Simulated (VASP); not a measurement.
# Bi (R-3m) in VASP: notebook

The runs below take Bi through single point, with PBE.

Program: VASP 6.6.1. These are calculated values, not measurements. Logs are shortened: lines on timing, memory, paths and dates and some standing lists are left out, and cuts for length are marked.

## Step 1: The cell of the first run

Symmetry: R-3m, No. 166, trigonal system. The conventional cell has a = 3.514 Å, b = 3.514 Å, c = 26.607 Å, α = 90.00°, β = 90.00°, γ = 120.00°. Bi (site symmetry -3m) has 12 Bi at 3.51 to 3.61 Å within 4.6 Å. Bi (site symmetry 3m) has 12 Bi at 3.51 to 3.61 Å within 4.6 Å.

## Step 2: Single point, PBE

The input, INCAR:

```
PREC = Accurate ; ENCUT = 520
EDIFF = 1E-6 ; ISMEAR = 0
SIGMA = 0.1 ; LREAL = F
LASPH = T ; NELM = 60
ALGO = Normal ; ISIF = 2
LWAVE = F ; LCHARG = F
GGA = PE ; NBANDS = 30
```

The input, KPOINTS:

```
Automatic mesh
0
Gamma
  6 6 6
```

The input, POSCAR:

```
Bi
1.0
    1.7567983743      1.0142880143      8.8691293831
   -1.7567983743      1.0142880143      8.8691293831
    0.0000000000     -2.0285760286      8.8691293831
Bi
3
Direct
    0.0000000000      0.0000000000      0.0000000000
    0.2210328028      0.2210328028      0.2210328028
    0.7789671972      0.7789671972      0.7789671972
```

Potentials or basis: VASP PAW PBE potentials, release 64 (Bi_d).

Command:

```bash
$ cat potpaw_PBE.64/Bi_d/POTCAR > POTCAR
$ mpirun -np 1 vasp_std > vasp.out
```

OUTCAR:

```text
PREC = Accurate
   ENCUT = 520
   EDIFF = 1E-6
   ISMEAR = 0
   LREAL = F
   LASPH = T
   NELM = 60
   ISIF = 2
   GGA = PE

 ion  position               nearest neighbor table
   1  0.000  0.000  0.000-   3 3.61   2 3.61   3 3.61   3 3.61   2 3.61   2 3.61
   2  0.221  0.221  0.221-   3 3.53   3 3.53   3 3.53   1 3.61   1 3.61   1 3.61
   3  0.779  0.779  0.779-   2 3.53   2 3.53   2 3.53   1 3.61   1 3.61   1 3.61

  LATTYP: Found a trigonal (rhomboedric) cell.
 ALAT       =     9.0981633706
 COS(alpha) =     0.9254296167

  Lattice vectors:

 A1 = (   1.7567983743,   1.0142880143,   8.8691293831)
 A2 = (  -1.7567983743,   1.0142880143,   8.8691293831)
 A3 = (   0.0000000000,  -2.0285760286,   8.8691293831)

Analysis of symmetry for initial positions (statically):
=====================================================================
 Subroutine PRICEL returns:
 Original cell was already a primitive cell.

 Routine SETGRP: Setting up the symmetry group for a
 trigonal (rhombohedral) supercell.

 Subroutine GETGRP returns: Found 12 space group operations
 (whereof 12 operations were pure point group operations)
 out of a pool of 12 trial point group operations.

The static configuration has the point symmetry D_3d.

Analysis of symmetry for dynamics (positions and initial velocities):
=====================================================================
 Subroutine PRICEL returns:
 Original cell was already a primitive cell.

 Routine SETGRP: Setting up the symmetry group for a
 trigonal (rhombohedral) supercell.

 Subroutine GETGRP returns: Found 12 space group operations
 (whereof 12 operations were pure point group operations)
 out of a pool of 12 trial point group operations.

The dynamic configuration has the point symmetry D_3d.

 Subroutine INISYM returns: Found 12 space group operations
 (whereof 12 operations are pure point group operations),
 and found     1 'primitive' translations

----------------------------------------------------------------------------------------

                                     Primitive cell

  volume of cell :      94.8234

  direct lattice vectors                    reciprocal lattice vectors
     1.756798374  1.014288014  8.869129383     0.284608642  0.164318876  0.037583546
    -1.756798374  1.014288014  8.869129383    -0.284608642  0.164318876  0.037583546
     0.000000000 -2.028576029  8.869129383     0.000000000 -0.328637752  0.037583546

  length of vectors
[... 84 lines left out ...]
   EDIFF  = 0.1E-05   stopping-criterion for ELM
   LREAL  =      F    real-space projection
   EDIFFG = 0.1E-04   stopping-criterion for IOM
   NSW    =      0    number of steps for IOM
   IBRION =     -1    ionic relax: 0-MD 1-quasi-New 2-CG
   NFREE  =      0    steps in history (QN), initial steepest desc. (CG)
   ISIF   =      2    stress and relaxation
   ISYM   =      2    0-nonsym 1-usesym 2-fastsym
   POTIM  = 0.5000    time-step for ionic-motion
   TEBEG  =    0.0;   TEEND  =   0.0 temperature during run
   PSTRESS=    0.0 pullay stress
   NELECT =      45.0000    total number of electrons
   NUPDOWN=      -1.0000    fix difference up-down
   EMIN   =  10.00;   EMAX   =-10.00  energy-range for DOS
   EFERMI =   0.00;   METHOD = LEGACY
   ISMEAR =     0;   SIGMA  =   0.10  broadening in eV -4-tet -1-fermi 0-gaus
   EFERMI_NEDOS =   21; number of points for ismear=-14 and -15
   IALGO  =     38    algorithm
   IMIX   =      4    mixing-type and parameters
     AMIX     =   0.40;   BMIX     =  1.00
     AMIX_MAG =   1.60;   BMIX_MAG =  1.00
  volume/ion in A,a.u.               =      31.61       213.30
  Fermi-wavevector in a.u.,A,eV,Ry     =   1.276950  2.413085 22.185673  1.630601
  Thomas-Fermi vector in A             =   2.409577
   LORBIT       =      0    0 simple, 1 ext, 2 COOP (PROOUT), +10 PAW based schemes
   GGA     = PE    functional components
   LHFCALC =     F    Hartree Fock is set to
   AEXX    =    0.0000 exact exchange contribution
   IVDW    =     0    specifies the selected vdW correction
   LEPSILON=     F    determine dielectric tensor
   LRPA    =     F    only Hartree local field effects (RPA)
 non-spin polarized calculation
 Gauss-broadening in eV      SIGMA  =   0.10
  energy-cutoff  :      520.00
  volume of cell :       94.82
 maximum number of plane-waves:      2600
 NGX is ok and might be reduce to    70
   NGX = 33   NGY = 33   NGZ = 33

 number of electron      45.0000006 magnetization

 Free energy of the ion-electron system (eV)
  ---------------------------------------------------
  ext. energy  EPLUGINS =         0.00000000
  ---------------------------------------------------
  free energy    TOTEN  =       -11.30888953 eV

  energy without entropy =      -11.29821909  energy(sigma->0) =      -11.30355431

 E-fermi :   7.8688     XC(G=0): -10.2213

 val. band max:        7.8679501717   @ k =   0.5000   0.5000   0.3333
 cond. band min:       7.8719308493   @ k =   0.5000   0.0000   0.0000
 fundamental gap:      0.0039806776
 Fermi energy:         7.8687787828

 k-point     1 :       0.0000    0.0000    0.0000
  band No.  band energies     occupation
      1     -15.3223      2.00000
      2     -15.3166      2.00000
      3     -15.3158      2.00000
      4     -15.3158      2.00000
      5     -15.3145      2.00000
      6     -15.3145      2.00000
[... 781 lines left out ...]
     29      14.8176      0.00000
     30      15.2719      0.00000

 [... further k-points ...]

------------------------ aborting loop because EDIFF is reached ----------------------------------------

  FORCE on cell =-STRESS in cart. coord.  units (eV):
  Direction    XX          YY          ZZ          XY          YZ          ZX
  --------------------------------------------------------------------------------------
  -------------------------------------------------------------------------------------
  Total       -0.2591077     -0.2591077      0.0108909      0.0000000     -0.0000000     -0.0000000
  in kB       -4.3779971     -4.3779971      0.1840167      0.0000000     -0.0000000     -0.0000000
  external PRESSURE =      -2.8573258 kB  Pullay stress =       0.0000000 kB

 VOLUME and BASIS-vectors are now :
 -----------------------------------------------------------------------------
  energy-cutoff  :      520.00
  volume of cell :       94.82
      direct lattice vectors                 reciprocal lattice vectors
     1.756798374  1.014288014  8.869129383     0.284608642  0.164318876  0.037583546
    -1.756798374  1.014288014  8.869129383    -0.284608642  0.164318876  0.037583546
     0.000000000 -2.028576029  8.869129383     0.000000000 -0.328637752  0.037583546

 POSITION                                       TOTAL-FORCE (eV/Angst)
 -----------------------------------------------------------------------------------
      0.00000      0.00000      0.00000         0.000000      0.000000      0.000000
      0.00000      0.00000      5.88111         0.000000     -0.000000     -0.024644
      0.00000      0.00000     20.72628         0.000000     -0.000000      0.024644
 -----------------------------------------------------------------------------------
    total drift:                                0.000000     -0.000000      0.000000

  FREE ENERGIE OF THE ION-ELECTRON SYSTEM (eV)
  ---------------------------------------------------
  free  energy   TOTEN  =       -11.3088895322 eV

  energy  without entropy=      -11.2982190913  energy(sigma->0) =      -11.30355431
```

OSZICAR:

```text
N       E                     dE             d eps       ncg     rms          rms(c)
DAV:   1     0.504268600037E+03    0.50427E+03   -0.23333E+04  1920   0.183E+03
DAV:   2     0.375886794980E+02   -0.46668E+03   -0.45716E+03  1944   0.505E+02
DAV:   3    -0.937494515851E+01   -0.46964E+02   -0.46088E+02  2330   0.176E+02
DAV:   4    -0.112221322254E+02   -0.18472E+01   -0.18450E+01  2192   0.373E+01
DAV:   5    -0.113219224957E+02   -0.99790E-01   -0.99785E-01  2912   0.787E+00    0.775E-01
DAV:   6    -0.113094310564E+02    0.12491E-01   -0.34583E-02  2264   0.275E+00    0.470E-01
DAV:   7    -0.113085332231E+02    0.89783E-03   -0.29923E-02  2254   0.184E+00    0.188E-01
DAV:   8    -0.113088244997E+02   -0.29128E-03   -0.16485E-03  2532   0.695E-01    0.911E-02
DAV:   9    -0.113088947278E+02   -0.70228E-04   -0.89607E-04  2484   0.354E-01    0.164E-02
DAV:  10    -0.113088905290E+02    0.41988E-05   -0.46032E-05  2526   0.107E-01    0.957E-03
DAV:  11    -0.113088892703E+02    0.12587E-05   -0.16749E-05  2318   0.583E-02    0.491E-03
DAV:  12    -0.113088895322E+02   -0.26191E-06   -0.47685E-06  1950   0.314E-02
   1 F= -.11308890E+02 E0= -.11303554E+02  d E =-.106704E-01
```

stdout:

```text
POSCAR found type information on POSCAR Bi
 POSCAR found :  1 types and       3 ions
 scaLAPACK will be used
 LDA part: xc-table for (Slater+PW92), standard interpolation
 POSCAR, INCAR and KPOINTS ok, starting setup
 FFT: planning ... GRIDC
 FFT: planning ... GRID_SOFT
 FFT: planning ... GRID
 WAVECAR not read
 entering main loop
```

Run time: 7 min. Hardware: 1 thread of Intel Xeon Platinum 8488C (Sapphire Rapids), shared host; peak memory 0.64 GiB.

Results:

| Item | Value |
| --- | --- |
| Free energy | -11.3089 eV |
| Pressure | -0.3 GPa |
| Largest force | 0.025 eV/Å |
| Band gap on the k mesh | zero (an odd number of electrons rules out a gap without spin polarisation) |

Forces in eV/Å, atoms in the order of the input:
```
Bi   0.000  0.000  0.000
Bi   0.000  0.000 -0.025
Bi   0.000  0.000  0.025
```

Stress tensor (GPa, compression positive):
```
-0.44  0.00  0.00
 0.00 -0.44  0.00
 0.00  0.00  0.02
```

Caveat: spin-orbit coupling is left out, which moves the levels of the heavy elements.

## Step 3: Single point, PBE

This run uses another cell than the first one, of 39.88 Å³/atom.

The input, INCAR:

```
PREC = Accurate
ENCUT = 520
EDIFF = 1E-6
ISMEAR = 0
SIGMA = 0.1
LREAL = F
LASPH = T
NELM = 80
ALGO = Fast
ISIF = 2
LWAVE = F
LCHARG = F
GGA = PE
NBANDS = 30
```

KPOINTS is that of step 2.

The input, POSCAR:

```
Bi
1.0
    1.9262338681      1.1121116422      9.3093674181
   -1.9262338681      1.1121116422      9.3093674181
    0.0000000000     -2.2242232846      9.3093674181
Bi
3
Direct
    0.0000000000      0.0000000000      0.0000000000
    0.2222200000      0.2222200000      0.2222200000
    0.7777800000      0.7777800000      0.7777800000
```

Potentials or basis: VASP PAW PBE potentials, release 64 (Bi_d).

Command:

```bash
$ cat potpaw_PBE.64/Bi_d/POTCAR > POTCAR
$ mpirun -np 1 vasp_std > vasp.out
```

Run time: 12 min. Hardware: 1 thread of Intel Xeon Platinum 8488C (Sapphire Rapids), shared host; peak memory 0.73 GiB.

Results (log left out):

* Free energy: -10.5668 eV
* Pressure: -7.3 GPa
* Largest force: 0.073 eV/Å
* Band gap on the k mesh: zero (an odd number of electrons rules out a gap without spin polarisation)

Forces in eV/Å, atoms in the order of the input:
```
Bi   0.000  0.000  0.000
Bi   0.000  0.000 -0.073
Bi   0.000  0.000  0.073
```

Stress tensor (GPa, compression positive):
```
-7.58  0.00  0.00
 0.00 -7.58  0.00
 0.00  0.00 -6.69
```

Levels at points of the mesh, in eV from the Fermi level:
```
           k point  band 18  band 19  band 20  band 21  band 22  band 23  band 24  band 25  band 26  band 27
(0.00, 0.00, 0.00)   -11.06    -2.58    -2.58     2.43     2.43     2.45     2.45     3.29     3.29     3.51
(0.50, 0.00, 0.00)   -10.07    -3.86    -3.34    -3.04    -0.53     0.05     0.56     0.56     1.43     2.31
(0.50, 0.50, 0.00)    -9.92    -3.88    -3.43    -2.75    -0.98     0.15     0.15     1.58     1.60     1.60
(0.50, 0.50, 0.50)   -10.46    -4.03     0.66     0.67     2.19     2.19     2.97     2.97     3.00     3.00
```

Caveat: the cell stands under tension; spin-orbit coupling is left out, which moves the levels of the heavy elements.

The gap in the log of VASP goes by the Fermi energy; the results here count the filled bands.